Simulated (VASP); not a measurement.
Crystal: BiO4.

```xyz
5
Lattice="-2.5694 2.5694 2.5694 2.5694 -2.5694 2.5694 2.5694 2.5694 -2.5694" Properties=species:S:1:pos:R:3 pbc="T T T"
Bi    0.0000    0.0000    0.0000
O     1.2847    1.2847   -1.2847
O    -1.2847    1.2847    1.2847
O     1.2847   -1.2847    1.2847
O     1.2847    1.2847    1.2847
```

The cell was built from a structure type or drawn by symmetry, and may not be a known phase.

- Program: VASP 6.6.1
- Task: relaxation of cell and atoms
- Functional: PBE
- Potentials or basis: VASP PAW PBE potentials, release 64 (Bi_d, O)
- Cutoff: 600 eV
- k mesh: 10 × 10 × 10
- Occupations: gaussian, width 0.1 eV
- Spin: no spin polarisation

At the start: pressure -2.2 GPa; volume 13.57 Å³/atom.

**Question.** How do energy, volume and symmetry change on relaxing?

**Answer.** Over 3 steps the energy falls by 2.0 meV/atom and the volume is 13.27 Å³/atom (-2.2 %); space group Im-3m (No. 229, to 0.1 Å) before and after.

The path:
```tsv
step	energy change (eV)	largest force (eV/Å)	pressure (GPa)	volume (Å³)
1	0.0000	0.0000	-2.15	67.85
2	-0.0098	0.0000	0.47	66.08
3	-0.0102	0.0000	0.00	66.37
```

Final structure:
```
CELL_PARAMETERS angstrom
-2.55062 2.55062 2.55062
2.55062 -2.55062 2.55062
2.55062 2.55062 -2.55062
ATOMIC_POSITIONS crystal
Bi 0.00000 0.00000 0.00000
O 0.00000 0.00000 0.50000
O 0.50000 0.00000 0.00000
O 0.00000 0.50000 0.00000
O 0.50000 0.50000 0.50000
```

Caveat: an odd number of electrons without spin polarisation forces a metal; a magnetic or distorted state may lie lower.
